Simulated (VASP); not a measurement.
# P in VASP: single point with PBE+D3(BJ)

Aim: the single point of P with PBE+D3(BJ).

Program: VASP 6.6.1. These are calculated values, not measurements. Logs are shortened: lines on timing, memory, paths and dates and some standing lists are left out, and cuts for length are marked.

### Step 1. The cell of the first run

The cell holds a slab with vacuum, 8 atoms: a = 3.296 Å, b = 4.439 Å, c = 21.746 Å, α = 90.00°, β = 90.00°, γ = 90.00°.

### Step 2. Single point, PBE+D3(BJ) (layers slid over each other)

File INCAR:

```
PREC = Accurate ; ENCUT = 520
EDIFF = 1E-7 ; ISMEAR = 0
SIGMA = 0.05 ; LREAL = False
LASPH = True ; NELM = 100
ALGO = Normal ; ISIF = 2
LWAVE = False ; LCHARG = True
LDIPOL = True ; IDIPOL = 3
DIPOL = 0.5 0.5 0.390 ; GGA = PE
IVDW = 12 ; LELF = True
LVHAR = True ; LVACPOTAV = True
NBANDS = 30
```

File KPOINTS:

```
regular mesh
0
Gamma
  8 6 1
```

File POSCAR:

```
P
1.0
    3.2961869629      0.0000000000      0.0000000000
    0.0000000000      4.4391557027      0.0000000000
    0.0000000000      0.0000000000     21.7461973615
P
8
Direct
    0.5000000000      0.9174951453      0.2069327306
    0.0000000000      0.5825048547      0.2069327306
    0.5000000000      0.0825048547      0.3045635322
    0.0000000000      0.4174951453      0.3045635322
    0.5000000000      0.2075048547      0.4751680723
    1.0000000000      0.5424951453      0.4751680723
    0.5000000000      1.0424951453      0.5727988740
    1.0000000000      0.7075048547      0.5727988740
```

Potentials or basis: VASP PAW PBE potentials, release 64 (P).

On the command line:

```bash
> cat potpaw_PBE.64/P/POTCAR > POTCAR
> mpirun -np 1 vasp_std > vasp.out
```

OUTCAR:

```text
PREC = Accurate
   ENCUT = 520
   EDIFF = 1E-7
   ISMEAR = 0
   LREAL = False
   LASPH = True
   NELM = 100
   ISIF = 2
   GGA = PE
   IVDW = 12
 IVDW          = 12

 ion  position               nearest neighbor table
   1  0.500  0.917  0.207-   2 2.22   2 2.22   3 2.25
   2  0.000  0.583  0.207-   1 2.22   1 2.22   4 2.25
   3  0.500  0.083  0.305-   4 2.22   4 2.22   1 2.25
   4  0.000  0.417  0.305-   3 2.22   3 2.22   2 2.25
   5  0.500  0.208  0.475-   6 2.22   6 2.22   7 2.25
   6  0.000  0.542  0.475-   5 2.22   5 2.22   8 2.25
   7  0.500  0.042  0.573-   8 2.22   8 2.22   5 2.25
   8  0.000  0.708  0.573-   7 2.22   7 2.22   6 2.25

  LATTYP: Found a simple orthorhombic cell.
 ALAT       =     3.2961869629
 B/A-ratio  =     1.3467548269
 C/A-ratio  =     6.5973798229

  Lattice vectors:

 A1 = (   3.2961869629,   0.0000000000,   0.0000000000)
 A2 = (   0.0000000000,   4.4391557027,   0.0000000000)
 A3 = (   0.0000000000,   0.0000000000,  21.7461973615)

Analysis of symmetry for initial positions (statically):
=====================================================================
 Subroutine PRICEL returns:
 Original cell was already a primitive cell.

 Routine SETGRP: Setting up the symmetry group for a
 simple orthorhombic supercell.

 Subroutine GETGRP returns: Found  4 space group operations
 (whereof  2 operations were pure point group operations)
 out of a pool of  8 trial point group operations.

The static configuration has the point symmetry C_1h.
 The point group associated with its full space group is C_2h.

Analysis of symmetry for dynamics (positions and initial velocities):
=====================================================================
 Subroutine PRICEL returns:
 Original cell was already a primitive cell.

 Routine SETGRP: Setting up the symmetry group for a
 simple orthorhombic supercell.

 Subroutine GETGRP returns: Found  4 space group operations
 (whereof  2 operations were pure point group operations)
 out of a pool of  8 trial point group operations.

The dynamic configuration has the point symmetry C_1h.
 The point group associated with its full space group is C_2h.

 Subroutine INISYM returns: Found  4 space group operations
 (whereof  2 operations are pure point group operations),
 and found     1 'primitive' translations

----------------------------------------------------------------------------------------

                                     Primitive cell

  volume of cell :     318.1966

  direct lattice vectors                    reciprocal lattice vectors
     3.296186963  0.000000000  0.000000000     0.303380849  0.000000000  0.000000000
     0.000000000  4.439155703  0.000000000     0.000000000  0.225268062  0.000000000
     0.000000000  0.000000000 21.746197361     0.000000000  0.000000000  0.045985051

  length of vectors
     3.296186963  4.439155703 21.746197361     0.303380849  0.225268062  0.045985051

  position of ions in fractional coordinates (direct lattice)
     0.500000000  0.917495145  0.206932731
     0.000000000  0.582504855  0.206932731
     0.500000000  0.082504855  0.304563532
     0.000000000  0.417495145  0.304563532
     0.500000000  0.207504855  0.475168072
     0.000000000  0.542495145  0.475168072
     0.500000000  0.042495145  0.572798874
     0.000000000  0.707504855  0.572798874

  ion indices of the primitive-cell ions
   primitive index   ion index
                 1           1
                 2           2
                 3           3
                 4           4
                 5           5
                 6           6
                 7           7
                 8           8

----------------------------------------------------------------------------------------

 KPOINTS: regular mesh

Automatic generation of k-mesh.
 Grid dimensions read from file:
 generate k-points for:    8    6    1

 Generating k-lattice:

  Cartesian coordinates                     Fractional coordinates (reciprocal lattice)
     0.037922606  0.000000000  0.000000000     0.125000000  0.000000000  0.000000000
     0.000000000  0.037544677  0.000000000     0.000000000  0.166666667  0.000000000
     0.000000000  0.000000000  0.045985051     0.000000000  0.000000000  1.000000000

  Length of vectors
     0.037922606  0.037544677  0.045985051

  Shift w.r.t. Gamma in fractional coordinates (k-lattice)
     0.000000000  0.000000000  0.000000000

 Subroutine IBZKPT returns following result:
 ===========================================

 Found     20 irreducible k-points:

 Following reciprocal coordinates:
            Coordinates               Weight
  0.000000  0.000000  0.000000      1.000000
  0.125000  0.000000  0.000000      2.000000
  0.250000  0.000000  0.000000      2.000000
  0.375000  0.000000  0.000000      2.000000
  0.500000  0.000000  0.000000      1.000000
  0.000000  0.166667  0.000000      2.000000
[... 12 lines left out ...]
  0.375000  0.500000  0.000000      2.000000
  0.500000  0.500000  0.000000      1.000000
   k-points           NKPTS =     20   k-points in BZ     NKDIM =     20   number of bands    NBANDS=     30
   number of dos      NEDOS =    301   number of ions     NIONS =      8
   total plane-waves  NPLWV = 163296
   dimension x,y,z NGX =    28 NGY =   36 NGZ =  162
   dimension x,y,z NGXF=    56 NGYF=   72 NGZF=  324
   ions per type =               8
   NGX,Y,Z   is equivalent  to a cutoff of  14.12, 13.48, 12.38 a.u.
   NGXF,Y,Z  is equivalent  to a cutoff of  28.24, 26.96, 24.77 a.u.
 SYSTEM =  unknown system
   PREC   = accura    normal or accurate (medium, high low for compatibility)
   ISTART =      0    job   : 0-new  1-cont  2-samecut
   ICHARG =      2    charge: 1-file 2-atom 10-const
   ISPIN  =      1    spin polarized calculation?
   LNONCOLLINEAR =      F non collinear calculations
   LSORBIT =      F    spin-orbit coupling
   LASPH  =      T    aspherical Exc in radial PAW
   ENCUT  =  520.0 eV  38.22 Ry    6.18 a.u.   6.13  8.25 40.43*2*pi/ulx,y,z
   NELM   =    100;   NELMIN=  2; NELMDL= -5     # of ELM steps
   EDIFF  = 0.1E-06   stopping-criterion for ELM
   LREAL  =      F    real-space projection
   EDIFFG = 0.1E-05   stopping-criterion for IOM
   NSW    =      0    number of steps for IOM
   IBRION =     -1    ionic relax: 0-MD 1-quasi-New 2-CG
   NFREE  =      0    steps in history (QN), initial steepest desc. (CG)
   ISIF   =      2    stress and relaxation
   ISYM   =      2    0-nonsym 1-usesym 2-fastsym
   POTIM  = 0.5000    time-step for ionic-motion
   TEBEG  =    0.0;   TEEND  =   0.0 temperature during run
   PSTRESS=    0.0 pullay stress
   NELECT =      40.0000    total number of electrons
   NUPDOWN=      -1.0000    fix difference up-down
   EMIN   =  10.00;   EMAX   =-10.00  energy-range for DOS
   EFERMI =   0.00;   METHOD = LEGACY
   ISMEAR =     0;   SIGMA  =   0.05  broadening in eV -4-tet -1-fermi 0-gaus
   EFERMI_NEDOS =   21; number of points for ismear=-14 and -15
   IALGO  =     38    algorithm
   IMIX   =      4    mixing-type and parameters
     AMIX     =   0.40;   BMIX     =  1.00
     AMIX_MAG =   1.60;   BMIX_MAG =  1.00
  volume/ion in A,a.u.               =      39.77       268.41
  Fermi-wavevector in a.u.,A,eV,Ry     =   0.820093  1.549751  9.150627  0.672552
  Thomas-Fermi vector in A             =   1.931014
   LORBIT       =      0    0 simple, 1 ext, 2 COOP (PROOUT), +10 PAW based schemes
   GGA     = PE    functional components
   LHFCALC =     F    Hartree Fock is set to
   AEXX    =    0.0000 exact exchange contribution
   IVDW    =    12    specifies the selected vdW correction
   LEPSILON=     F    determine dielectric tensor
   LRPA    =     F    only Hartree local field effects (RPA)
 non-spin polarized calculation
 Gauss-broadening in eV      SIGMA  =   0.05
  energy-cutoff  :      520.00
  volume of cell :      318.20
 maximum number of plane-waves:      8606
 NGX is ok and might be reduce to    28
   NGX = 13   NGY = 17   NGZ = 81

 dipolmoment           0.000000      0.000000     -0.000000 electrons x Angstroem

 number of electron      39.9999998 magnetization

 dipolmoment           0.000000      0.000000      0.000000 electrons x Angstroem

 Free energy of the ion-electron system (eV)
  ---------------------------------------------------
  ext. energy  EPLUGINS =         0.00000000
  ---------------------------------------------------
  free energy    TOTEN  =       -42.88695116 eV

  energy without entropy =      -42.88695113  energy(sigma->0) =      -42.88695115

 E-fermi :   0.5950     XC(G=0):  -5.3035

 val. band max:        0.4331259564   @ k =   0.0000   0.0000   0.0000
 cond. band min:       0.7559985720   @ k =   0.0000   0.0000   0.0000
 fundamental gap:      0.3228726155
 Fermi energy:         0.5950472569

 k-point     1 :       0.0000    0.0000    0.0000
  band No.  band energies     occupation
      1     -14.8421      2.00000
      2     -14.7986      2.00000
      3     -12.2743      2.00000
      4     -12.1517      2.00000
      5      -8.7032      2.00000
      6      -8.6822      2.00000
[... 22 lines left out ...]
     29       4.6183      0.00000
     30       4.8509      0.00000

 k-point     2 :       0.1250    0.0000    0.0000
  band No.  band energies     occupation
      1     -14.6551      2.00000
      2     -14.6118      2.00000
      3     -12.0797      2.00000
      4     -11.9572      2.00000
      5      -8.8229      2.00000
      6      -8.8010      2.00000
[... 22 lines left out ...]
     29       4.8178      0.00000
     30       5.0379      0.00000

 k-point     3 :       0.2500    0.0000    0.0000
  band No.  band energies     occupation
      1     -14.0996      2.00000
      2     -14.0573      2.00000
      3     -11.4985      2.00000
      4     -11.3767      2.00000
      5      -9.4180      2.00000
      6      -9.3914      2.00000
[... 550 lines left out ...]
     29       5.5791      0.00000
     30       5.7880      0.00000

 k-point    20 :       0.5000    0.5000    0.0000
  band No.  band energies     occupation
      1     -11.5703      2.00000
      2     -11.5703      2.00000
      3     -11.5320      2.00000
      4     -11.5320      2.00000
      5      -9.5442      2.00000
      6      -9.5442      2.00000
[... 22 lines left out ...]
     29       5.7760      0.00000
     30       5.7760      0.00000

------------------------ aborting loop because EDIFF is reached ----------------------------------------

 Edisp (eV)   -2.28223

 E8    (eV) :    -0.8934

  FORCE on cell =-STRESS in cart. coord.  units (eV):
  Direction    XX          YY          ZZ          XY          YZ          ZX
  --------------------------------------------------------------------------------------
  -------------------------------------------------------------------------------------
  Total      -0.65294    -0.67825    -0.81881     0.00000     0.14718     0.00000
  in kB      -3.28767    -3.41512    -4.12285     0.00000     0.74108     0.00000
  external pressure =       -3.61 kB  Pullay stress =        0.00 kB

 VOLUME and BASIS-vectors are now :
 -----------------------------------------------------------------------------
  energy-cutoff  :      520.00
  volume of cell :      318.20
      direct lattice vectors                 reciprocal lattice vectors
     3.296186963  0.000000000  0.000000000     0.303380849  0.000000000  0.000000000
     0.000000000  4.439155703  0.000000000     0.000000000  0.225268062  0.000000000
     0.000000000  0.000000000 21.746197361     0.000000000  0.000000000  0.045985051

 POSITION                                       TOTAL-FORCE (eV/Angst)
 -----------------------------------------------------------------------------------
      1.64809      4.07290      4.50000         0.000000     -0.021211      0.000394
      0.00000      2.58583      4.50000         0.000000      0.038295      0.074586
      1.64809      0.36625      6.62310         0.000000     -0.029543     -0.004031
      0.00000      1.85333      6.62310         0.000000     -0.046870      0.050084
      1.64809      0.92115     10.33310         0.000000      0.046870     -0.050084
      0.00000      2.40822     10.33310         0.000000      0.029543      0.004031
      1.64809      0.18864     12.45620         0.000000     -0.038295     -0.074586
      0.00000      3.14072     12.45620         0.000000      0.021211     -0.000394
 -----------------------------------------------------------------------------------
    total drift:                               -0.000000      0.000000      0.000037

  FREE ENERGIE OF THE ION-ELECTRON SYSTEM (eV)
  ---------------------------------------------------
  free  energy   TOTEN  =       -45.1691811451 eV

  energy  without entropy=      -45.1691811076  energy(sigma->0) =      -45.16918113

 vacuum level on the upper side and lower side of the slab         5.256         5.256
```

Run time: 7.9 min. Hardware: 1 thread of AMD EPYC 7R43 (Zen 3), shared host; peak memory 0.39 GiB.

What came out:

```yaml
Free_energy: -45.1692 eV
Largest_force: 0.084 eV/Å
Band_gap_on_the_k_mesh: 0.32 eV
Dispersion_energy_per_atom: -0.285 eV
```

Forces in eV/Å, atoms in the order of the input:
```
P    0.000 -0.021  0.000
P    0.000  0.038  0.075
P    0.000 -0.030 -0.004
P    0.000 -0.047  0.050
P    0.000  0.047 -0.050
P    0.000  0.030  0.004
P    0.000 -0.038 -0.075
P    0.000  0.021  0.000
```

Levels at points of the mesh, in eV from the valence-band top:
| k point | band 16 | band 17 | band 18 | band 19 | band 20 | band 21 | band 22 | band 23 | band 24 | band 25 |
| --- | --- | --- | --- | --- | --- | --- | --- | --- | --- | --- |
| (0.00, 0.00, 0.00) | -1.90 | -1.84 | -1.75 | -0.30 | 0.00 | 0.32 | 1.21 | 1.41 | 1.53 | 2.57 |
| (0.50, 0.00, 0.00) | -2.79 | -2.35 | -2.35 | -1.92 | -1.92 | 1.08 | 1.08 | 1.29 | 1.29 | 1.76 |
| (0.00, 0.50, 0.00) | -2.64 | -1.31 | -1.15 | -1.12 | -0.93 | 1.84 | 1.93 | 2.09 | 2.12 | 3.14 |
| (0.50, 0.50, 0.00) | -4.90 | -1.67 | -1.67 | -1.18 | -1.18 | 1.95 | 1.95 | 2.66 | 2.66 | 4.16 |

Caveat: the cell differs from its parent crystal (layers slid over each other).
